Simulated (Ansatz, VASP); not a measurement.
**Two plane-wave programs on Ta4H3**

File INCAR:

```
SYSTEM = Ta4H3
PREC = Accurate
ENCUT = 600
EDIFF = 1E-6
ISMEAR = 0
SIGMA = 0.2
LREAL = .False.
LASPH = .True.
NELM = 60
ALGO = Normal
ISIF = 3
LWAVE = .False.
LCHARG = .False.
GGA = PE
IBRION = 2
NSW = 80
EDIFFG = -0.025
```

File KPOINTS:

```
Automatic mesh
0
Gamma
  6 4 4
  0 0 0
```

The input POSCAR:

```
Ta4H3
1.0
    0.0288836584     -0.0564199521      3.4079233705
    4.7627723024      0.0116313694      0.0401846290
    0.0116313694      4.8323449621     -0.0784947256
Ta H
4 3
Direct
    0.2299358577      0.7560055538      0.7448778335
    0.2348194953      0.2527537260      0.2386566348
    0.7523840028      0.7720651029      0.2415427787
    0.7681652594      0.2449792429      0.7418887284
    0.4854742578      0.4962196232      1.0072909958
    0.5031406595     -0.0054041264      0.5024453589
    0.0260804674      0.4833808777      0.5232976698
```

Input for Ansatz:

```yaml
crystal:
  lattice:
    - [0.0288836584, -0.0564199521, 3.4079233705]
    - [4.7627723024, 0.0116313694, 0.040184629]
    - [0.0116313694, 4.8323449621, -0.0784947256]
  atoms:
    - { symbol: Ta, position: [0.2299358577, 0.7560055538, 0.7448778335] }
    - { symbol: Ta, position: [0.2348194953, 0.252753726, 0.2386566348] }
    - { symbol: Ta, position: [0.7523840028, 0.7720651029, 0.2415427787] }
    - { symbol: Ta, position: [0.7681652594, 0.2449792429, 0.7418887284] }
    - { symbol: H, position: [0.4854742578, 0.4962196232, 1.0072909958] }
    - { symbol: H, position: [0.5031406595, -0.0054041264, 0.5024453589] }
    - { symbol: H, position: [0.0260804674, 0.4833808777, 0.5232976698] }
basis:
  ecutwfc: 420
kpoints:
  mp_grid: { grid: [6, 4, 4] }
hamiltonian:
  xc: pbe
scf:
  occupations: { method: gaussian, width: 0.2 }
  lower_state_search: "off"
output:
  forces: true
  stress: true
  eigenvalues: true
relax:
  adjacent_minimum: "off"
  f_tol: 0.025
  max_steps: 60
  cell: { stress_tol: 0.25 }
```

Change from the starting cell: cell x1, atoms moved at random (sigma 0.05 Å) and cell strained at random (1.5 %), then relaxed without symmetry.

Alike in both runs: task relaxation of cell and atoms; functional PBE; k mesh 6 × 4 × 4; occupations gaussian, width 0.2 eV; no spin polarisation.

|  | VASP | Ansatz |
| --- | --- | --- |
| version | VASP 6.6.1 | Ansatz 0.2.0 |
| potentials or method | VASP PAW PBE potentials, release 64 (Ta_pv, H), cutoff 600 eV | scalar-relativistic, plane waves, PAW |
| valence electrons in the cell | 47 | 55 |

VASP gave:

| Item | Value |
| --- | --- |
| gap on the k mesh at the Fermi level, each at its own relaxed structure (eV) | none |
| relaxed volume (Å³/atom) | 11.52 |
| relaxed length of the cell vector where the two differ most in proportion (Å) | 4.836 |

Task: Estimate Ansatz's values.

Result: gap on the k mesh at the Fermi level, each at its own relaxed structure (eV): none; relaxed volume (Å³/atom): 11.51; relaxed length of the cell vector where the two differ most in proportion (Å): 4.834.

A gap of «none» marks a metal or a gap that the smearing closes. VASP's potentials hold 47 valence electrons a cell and Ansatz's 55, so a difference there can come from the potentials and not from the codes.

Neither program's run includes spin-orbit coupling.
